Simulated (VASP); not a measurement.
Set up this calculation in VASP 6.6.1, as the native input.

| Property | Result |
| --- | --- |
| Task | single point |
| Functional | PBE |
| Potentials or basis | VASP PAW PBE potentials, release 64 (Pb_d, O) |
| Cutoff | 520 eV |
| k mesh | 6 × 6 × 1 |
| Occupations | gaussian, width 0.02 eV |
| Spin | no spin polarisation |
| Dipole correction | yes |
| Further INCAR settings | ALGO = Normal; EDIFF = 1e-06; NBANDS = 28 |

The structure of PbO lies in POSCAR:

```
PbO
1.0
    4.0436720127      0.0000000000      0.0000000000
    0.0000000000      4.0436720127      0.0000000000
    0.0000000000      0.0000000000     28.5226884000
Pb O
2 2
Direct
    0.0000000000      0.5000000000      0.3399563475
    0.5000000000      0.0000000000      0.2560604010
    0.0000000000      0.0000000000      0.2980083743
    0.5000000000      0.5000000000      0.2980083743
```

These files were run (other wordings do the same):

INCAR

```
SYSTEM = PbO
PREC = Accurate
ENCUT = 520
EDIFF = 1E-6
ISMEAR = 0
SIGMA = 0.02
LREAL = .False.
LASPH = .True.
NELM = 80
ALGO = Normal
ISIF = 2
LWAVE = .False.
LCHARG = .False.
LDIPOL = .True.
IDIPOL = 3
DIPOL = 0.5 0.5 0.298
GGA = PE
NBANDS = 28
```

KPOINTS

```
Automatic mesh
0
Gamma
  6 6 1
  0 0 0
```

Potentials or basis: VASP PAW PBE potentials, release 64 (Pb_d, O).

Run with:

```console
$ cat potpaw_PBE.64/Pb_d/POTCAR potpaw_PBE.64/O/POTCAR > POTCAR
$ mpirun -np 1 vasp_std > vasp.out
```

It gave:

```yaml
Largest_force: 0.046 eV/Å
Band_gap_on_the_k_mesh: 2.50 eV, direct
```

Caveat: spin-orbit coupling is left out, which moves the levels of the heavy elements.

Run time: 110 s on 1 thread of Intel(R) Xeon(R) 6975P-C (Granite Rapids), on a shared host, peak memory 0.52 GiB.
